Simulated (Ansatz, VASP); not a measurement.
CoSn: VASP beside Ansatz

The input INCAR:

```
  PREC = Accurate
  ENCUT = 520
  EDIFF = 1E-7
  ISMEAR = 0
  SIGMA = 0.1
  LREAL = F
  LASPH = T
  NELM = 100
  ALGO = Fast
  ISIF = 2
  LWAVE = F
  LCHARG = F
  GGA = PS
  NBANDS = 44
```

KPOINTS

```
regular mesh
0
Gamma
  12 12 8
```

The input POSCAR:

```
CoSn
1.0
    5.2197158197      0.0000000000      0.0000000000
   -2.6098579099      4.5204065004      0.0000000000
    0.0000000000      0.0000000000      4.1684718869
Co Sn
3 3
Direct
    0.0000000000      0.5000000000      0.0000000000
    0.5000000000      0.5000000000      0.0000000000
    0.5000000000      0.0000000000      0.0000000000
    0.6666666667      0.3333333333      0.5000000000
    0.3333333333      0.6666666667      0.5000000000
    0.0000000000      0.0000000000      0.0000000000
```

Input for Ansatz:

```yaml
crystal:
  lattice:
    - [5.2197158162, 0.0, 0.0]
    - [-2.6098579081, 4.5204064974, 0.0]
    - [0.0, 0.0, 4.1684718862]
  atoms:
    - { symbol: Co, position: [0.0, 0.5, 0.0] }
    - { symbol: Co, position: [0.5, 0.5, 0.0] }
    - { symbol: Co, position: [0.5, 0.0, 0.0] }
    - { symbol: Sn, position: [0.6666666667, 0.3333333333, 0.5] }
    - { symbol: Sn, position: [0.3333333333, 0.6666666667, 0.5] }
    - { symbol: Sn, position: [0.0, 0.0, 0.0] }
basis:
  ecutwfc: 420
kpoints:
  mp_grid: { grid: [12, 12, 8] }
  band_path:
    path:
      - [[0.0, 0.0, 0.0], [0.5, 0.0, 0.0], [0.33333333, 0.33333333, 0.0], [0.0, 0.0, 0.0], [0.0, 0.0, 0.5], [0.5, 0.0, 0.5], [0.33333333, 0.33333333, 0.5], [0.0, 0.0, 0.5]]
      - [[0.5, 0.0, 0.5], [0.5, 0.0, 0.0]]
      - [[0.33333333, 0.33333333, 0.5], [0.33333333, 0.33333333, 0.0]]
    npoints: 14
hamiltonian:
  xc: pbesol
scf:
  occupations: { method: gaussian, width: 0.1 }
  n_extra_bands: 15
output:
  forces: true
  stress: true
  eigenvalues: true
  populations: true
  dos: { projected: true, de: 0.02, nscf_kmesh: { grid: [18, 18, 12] } }
  bader: true
  write_density: true
  write_potential: true
  elf: true
  volumetric_format: npy
```

Alike in both runs: task single point; functional PBEsol; k mesh 12 × 12 × 8; occupations gaussian, width 0.1 eV; no spin polarisation.

```csv
,VASP,Ansatz
version,VASP 6.6.1,Ansatz 0.2.0
potentials or method,"VASP PAW PBE potentials, release 64 (Co, Sn_d), cutoff 520 eV","scalar-relativistic, plane waves, PAW"
valence electrons in the cell,69,93
```

|  | VASP | Ansatz | Ansatz less VASP |
| --- | --- | --- | --- |
| gap on the k mesh at the Fermi level (eV) | none | none | - |
| pressure (GPa) | -0.1 | 0.0 | +0.06 |
| traceless stress, the component that is largest in VASP (GPa) | -0.06 | -0.01 | +0.059 |

VASP's potentials were made for PBE, not for PBEsol. A gap of «none» marks a metal or a gap that the smearing closes. VASP's potentials hold 69 valence electrons a cell and Ansatz's 93, so a difference there can come from the potentials and not from the codes.
